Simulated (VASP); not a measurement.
Wanted: the native input for a VASP 6.6.1 run.

```yaml
Task: single point
Functional: PBE
Potentials_or_basis: VASP PAW PBE potentials, release 64 (Ca_sv, O)
Cutoff: 520 eV
k_mesh: 6 × 6 × 6
Occupations: gaussian, width 0.01 eV
Spin: no spin polarisation
Dipole_correction: no
Further_INCAR_settings: ALGO = Normal; EDIFF = 1e-07; NBANDS = 15
```

The structure of CaO lies in POSCAR:

```
CaO
1.0
    0.0000000000      2.4934521310      2.3522183327
    2.4934521310      0.0000000000      2.3522183327
    2.4934521310      2.4934521310      0.0000000000
Ca O
1 1
Direct
    0.0000000000      0.0000000000      0.0000000000
    0.5000000000      0.5000000000      0.5000000000
```

This cell differs from its parent crystal: epitaxial xy strain +4.0%.

The input as run:

INCAR

```
SYSTEM = CaO
ALGO = Normal
EDIFF = 1E-7
ENCUT = 520
GGA = PE
ISIF = 2
ISMEAR = 0
LASPH = .True.
LCHARG = .False.
LREAL = .False.
LWAVE = .False.
NBANDS = 15
NELM = 60
PREC = Accurate
SIGMA = 0.01
```

KPOINTS

```
k-points
0
Gamma
  6 6 6
  0 0 0
```

Potentials or basis: VASP PAW PBE potentials, release 64 (Ca_sv, O).

Launch:

```console
$ cat potpaw_PBE.64/Ca_sv/POTCAR potpaw_PBE.64/O/POTCAR > POTCAR
$ mpirun -np 1 vasp_std > vasp.out
```

Results of the run:

* Pressure: -2.4 GPa
* Band gap on the k mesh: 3.44 eV, indirect (least direct gap 4.00 eV)

Caveat: the cell differs from its parent crystal (epitaxial xy strain +4.0%).

Run time: 30 s on 1 thread of AMD EPYC 7R43 64-Core Processor (Zen 3), on a shared host, peak memory 0.12 GiB.
